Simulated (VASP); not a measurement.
# Ti3O4 (I4/mmm) in VASP: further runs, part 2 of 2

VASP 6.6.1. Earlier steps stand in the parts before.

## (4) Single point, PBEsol (10.31 Å³/atom)

This run uses another cell than the first one, of 10.31 Å³/atom.

Input file INCAR:

```
PREC = Accurate ; ENCUT = 520
EDIFF = 1E-6 ; ISMEAR = 0
SIGMA = 0.1 ; LREAL = F
LASPH = T ; NELM = 80
ALGO = Normal ; ISIF = 2
LWAVE = F ; LCHARG = F
GGA = PS ; NBANDS = 39
```

Input file KPOINTS:

```
Automatic mesh
0
Gamma
  12 12 12
```

Input file POSCAR:

```
Ti3O4
1.0
   -2.0884889045      2.0884889045      4.1352212609
    2.0884889045     -2.0884889045      4.1352212609
    2.0884889045      2.0884889045     -4.1352212609
Ti O
3 4
Direct
    0.2500000000      0.7500000000      0.5000000000
    0.5000000000      0.5000000000      0.0000000000
    0.7500000000      0.2500000000      0.5000000000
    0.0000000000      0.5000000000      0.5000000000
    0.2467649372      0.2467649372      0.0000000000
    0.5000000000      0.0000000000      0.5000000000
    0.7532350628      0.7532350628      0.0000000000
```

Potentials or basis: VASP PAW PBE potentials, release 64 (Ti_sv, O).

Launch:

```bash
$ cat potpaw_PBE.64/Ti_sv/POTCAR potpaw_PBE.64/O/POTCAR > POTCAR
$ mpirun -np 1 vasp_std > vasp.out
```

OUTCAR:

```text
PREC = Accurate
   ENCUT = 520
   EDIFF = 1E-6
   ISMEAR = 0
   LREAL = F
   LASPH = T
   NELM = 80
   ISIF = 2
   GGA = PS

 ion  position               nearest neighbor table
   1  0.250  0.750  0.500-   4 2.07   6 2.07   5 2.09   7 2.09   7 2.09   5 2.09
   2  0.500  0.500  0.000-   4 2.09   6 2.09   6 2.09   4 2.09   5 2.09   7 2.09
   3  0.750  0.250  0.500-   4 2.07   6 2.07   5 2.09   7 2.09   7 2.09   5 2.09
   4  0.000  0.500  0.500-   1 2.07   3 2.07   2 2.09   2 2.09
   5  0.247  0.247  0.000-   3 2.09   1 2.09   1 2.09   3 2.09   2 2.09
   6  0.500  0.000  0.500-   1 2.07   3 2.07   2 2.09   2 2.09
   7  0.753  0.753  0.000-   1 2.09   3 2.09   3 2.09   1 2.09   2 2.09

  LATTYP: Found a body centered tetragonal cell.
 ALAT       =     4.1769778090
 C/A-ratio  =     1.9800063347

  Lattice vectors:

 A1 = (  -2.0884889045,   2.0884889045,   4.1352212609)
 A2 = (   2.0884889045,  -2.0884889045,   4.1352212609)
 A3 = (   2.0884889045,   2.0884889045,  -4.1352212609)

Analysis of symmetry for initial positions (statically):
=====================================================================
[... 189 lines left out ...]

 k-point     1 :       0.0000    0.0000    0.0000
  band No.  band energies     occupation
      1     -48.8990      2.00000
      2     -48.7990      2.00000
      3     -48.7040      2.00000
      4     -25.4339      2.00000
      5     -25.4081      2.00000
      6     -25.4081      2.00000
[... 997 lines left out ...]
     38      11.1032      0.00000
     39      11.7387      0.00000

 [... further k-points ...]

------------------------ aborting loop because EDIFF is reached ----------------------------------------

  FORCE on cell =-STRESS in cart. coord.  units (eV):
  Direction    XX          YY          ZZ          XY          YZ          ZX
  --------------------------------------------------------------------------------------
  -------------------------------------------------------------------------------------
  Total       -5.1717183     -5.1717183     -5.1080953      0.0000000     -0.0000000      0.0000000
  in kB     -114.8477150   -114.8477150   -113.4348454      0.0000000     -0.0000000      0.0000000
  external PRESSURE =    -114.3767585 kB  Pullay stress =       0.0000000 kB

 VOLUME and BASIS-vectors are now :
 -----------------------------------------------------------------------------
  energy-cutoff  :      520.00
  volume of cell :       72.15
      direct lattice vectors                 reciprocal lattice vectors
    -2.088488905  2.088488905  4.135221261     0.000000000  0.239407544  0.120912514
     2.088488905 -2.088488905  4.135221261     0.239407544  0.000000000  0.120912514
     2.088488905  2.088488905 -4.135221261     0.239407544  0.239407544  0.000000000

 POSITION                                       TOTAL-FORCE (eV/Angst)
 -----------------------------------------------------------------------------------
      2.08849      0.00000      2.06761        -0.000000     -0.000000     -0.000000
      0.00000      0.00000      4.13522        -0.000000     -0.000000     -0.000000
      0.00000      2.08849      2.06761        -0.000000     -0.000000     -0.000000
      2.08849      0.00000      0.00000        -0.000000     -0.000000     -0.000000
      0.00000      0.00000      2.04086         0.000000      0.000000     -0.022808
      0.00000      2.08849      0.00000        -0.000000     -0.000000     -0.000000
      0.00000      0.00000      6.22959         0.000000      0.000000      0.022808
 -----------------------------------------------------------------------------------
    total drift:                               -0.000000     -0.000000     -0.000000

  FREE ENERGIE OF THE ION-ELECTRON SYSTEM (eV)
  ---------------------------------------------------
  free  energy   TOTEN  =       -66.0565881450 eV

  energy  without entropy=      -66.0430685232  energy(sigma->0) =      -66.04982833
```

Run time: 7.2 min. Hardware: 1 thread of Intel Xeon 6975P-C (Granite Rapids), shared host; peak memory 0.49 GiB.

What came out:

- Free energy: -66.0566 eV
- Pressure: -11.4 GPa
- Largest force: 0.023 eV/Å
- Band gap on the k mesh: zero (bands 30 and 31 overlap by 3.30 eV)

Forces on the atoms (eV/Å):
```
Ti   0.000  0.000  0.000
Ti   0.000  0.000  0.000
Ti   0.000  0.000  0.000
O    0.000  0.000  0.000
O    0.000  0.000 -0.023
O    0.000  0.000  0.000
O    0.000  0.000  0.023
```

Stress tensor (GPa, compression positive):
```
-11.48   0.00   0.00
  0.00 -11.48   0.00
  0.00   0.00 -11.34
```

Levels at points of the mesh, in eV from the Fermi level:
| k point | band 28 | band 29 | band 30 | band 31 | band 32 | band 33 |
| --- | --- | --- | --- | --- | --- | --- |
| (0.00, 0.00, 0.00) | -3.78 | -2.69 | -0.58 | -0.58 | 0.34 | 0.44 |
| (0.50, 0.00, 0.00) | -3.96 | -1.04 | 0.24 | 0.35 | 0.51 | 0.64 |
| (0.50, 0.50, 0.00) | -3.43 | 0.72 | 0.72 | 1.01 | 1.11 | 1.15 |
| (0.50, 0.50, 0.50) | -4.20 | -2.37 | -2.32 | -2.32 | -0.16 | 0.82 |

Caveat: the cell stands under tension; the PAW data sets were made with another functional, which shifts forces and pressure a little; semilocal functionals often make such compounds metallic where correlation or magnetic order opens a gap, which also shifts bond lengths.

## (5) Relaxation of shape and atoms at fixed volume, PBEsol (10.70 Å³/atom)

This run uses another cell than the first one, of 10.70 Å³/atom.

Input file INCAR:

```
  PREC = Accurate
  ENCUT = 600
  EDIFF = 1E-6
  ISMEAR = 0
  SIGMA = 0.1
  LREAL = False
  LASPH = True
  NELM = 60
  ALGO = Fast
  ISIF = 4
  LWAVE = False
  LCHARG = False
  GGA = PS
  IBRION = 2
  NSW = 50
  EDIFFG = -0.01
```

KPOINTS is that of step 4.

POSCAR, as its differences from that of step 4:

```diff
@@ -2,5 +2,5 @@
 1.0
-   -2.0884889045      2.0884889045      4.1352212609
-    2.0884889045     -2.0884889045      4.1352212609
-    2.0884889045      2.0884889045     -4.1352212609
+   -2.1144355191      2.1144355191      4.1865957222
+    2.1144355191     -2.1144355191      4.1865957222
+    2.1144355191      2.1144355191     -4.1865957222
 Ti O
```

Launch:

```bash
$ cat potpaw_PBE.64/Ti_sv/POTCAR potpaw_PBE.64/O/POTCAR > POTCAR
$ mpirun -np 1 vasp_std > vasp.out
```

Wall time 51 min (1 thread of Oxide Virtual Turin-like, shared host); peak memory 0.54 GiB.

It converged, with:

```yaml
Free_energy: -65.8194 eV
Energy_gained_by_relaxing: 0.6 meV/atom
Ionic_steps: 4
Pressure_after_relaxing: -17.8 GPa
Largest_force_after_relaxing: 0.007 eV/Å
Band_gap_on_the_k_mesh: zero (bands 30 and 31 overlap by 3.09 eV)
```

Forces on the atoms (eV/Å):
```
Ti   0.000  0.000  0.000
Ti   0.000  0.000  0.000
Ti   0.000  0.000  0.000
O    0.000  0.000  0.000
O    0.000  0.000  0.007
O    0.000  0.000  0.000
O    0.000  0.000 -0.007
```

Step by step:
| step | energy change (eV) | largest force (eV/Å) | pressure (GPa) | volume (Å³) |
| --- | --- | --- | --- | --- |
| 1 | 0.0000 | 0.2192 | -18.34 | 74.87 |
| 2 | -0.0033 | 0.0885 | -18.03 | 74.87 |
| 3 | -0.0037 | 0.0206 | -17.87 | 74.87 |
| 4 | -0.0043 | 0.0067 | -17.81 | 74.87 |

Final structure:
```cif
data_structure
_symmetry_space_group_name_H-M 'P 1'
_symmetry_Int_Tables_number 1
_cell_length_a 5.1474
_cell_length_b 5.1474
_cell_length_c 5.1474
_cell_angle_alpha 131.520
_cell_angle_beta 131.520
_cell_angle_gamma 70.989
_cell_volume 74.87
loop_
_atom_site_label
_atom_site_type_symbol
_atom_site_fract_x
_atom_site_fract_y
_atom_site_fract_z
_atom_site_occupancy
Ti1 Ti 0.25000 0.75000 0.50000 1
Ti2 Ti 0.50000 0.50000 0.00000 1
Ti3 Ti 0.75000 0.25000 0.50000 1
O1 O 0.00000 0.50000 0.50000 1
O2 O 0.24906 0.24906 0.00000 1
O3 O 0.50000 0.00000 0.50000 1
O4 O 0.75094 0.75094 0.00000 1
```

Levels at points of the mesh, in eV from the Fermi level:
| k point | band 27 | band 28 | band 29 | band 30 | band 31 | band 32 | band 33 | band 34 |
| --- | --- | --- | --- | --- | --- | --- | --- | --- |
| (0.00, 0.00, 0.00) | -3.67 | -3.67 | -2.56 | -0.52 | -0.52 | 0.31 | 0.40 | 0.40 |
| (0.50, 0.00, 0.00) | -4.88 | -3.86 | -0.96 | 0.20 | 0.32 | 0.49 | 0.60 | 0.93 |
| (0.50, 0.50, 0.00) | -5.10 | -3.31 | 0.66 | 0.68 | 0.95 | 1.05 | 1.07 | 1.18 |
| (0.50, 0.50, 0.50) | -4.06 | -4.06 | -2.25 | -2.16 | -2.16 | -0.15 | 0.77 | 1.17 |

Caveat: the PAW data sets were made with another functional, which shifts forces and pressure a little; semilocal functionals often make such compounds metallic where correlation or magnetic order opens a gap, which also shifts bond lengths.

## (6) The runs side by side

```csv
task,cell,cutoff (eV),gap on the mesh (eV),pressure (GPa),largest force (eV/Å)
single point,"a = 5.026 Å, angles 131.5, 131.5, 71.1°, 7 atoms, atomic positions A",520,none,-5.0,0.02
single point,"a = 5.031 Å, angles 131.4, 131.4, 71.1°, 7 atoms, atomic positions B",520,none,-5.8,0.02
single point,"a = 5.082 Å, angles 131.5, 131.5, 71.1°, 7 atoms, atomic positions C",520,none,-11.4,0.02
relaxation of shape and atoms at fixed volume,"relaxed from a = 5.145 Å, angles 131.5, 131.5, 71.1°, 7 atoms, atomic positions C",600,none,-17.8,0.01
```

Alike in all rows: level PBEsol; potentials or basis VASP PAW PBE potentials, release 64 (Ti_sv, O); no spin polarisation; k mesh 12 × 12 × 12; smearing gaussian 0.1 eV.

Caveats: the PAW data sets were made with another functional, which shifts forces and pressure a little; semilocal functionals often make such compounds metallic where correlation or magnetic order opens a gap, which also shifts bond lengths; the cell stands under tension (at least some runs).

Total energies depend on the potentials used, so only differences within one code and one set of settings carry meaning.
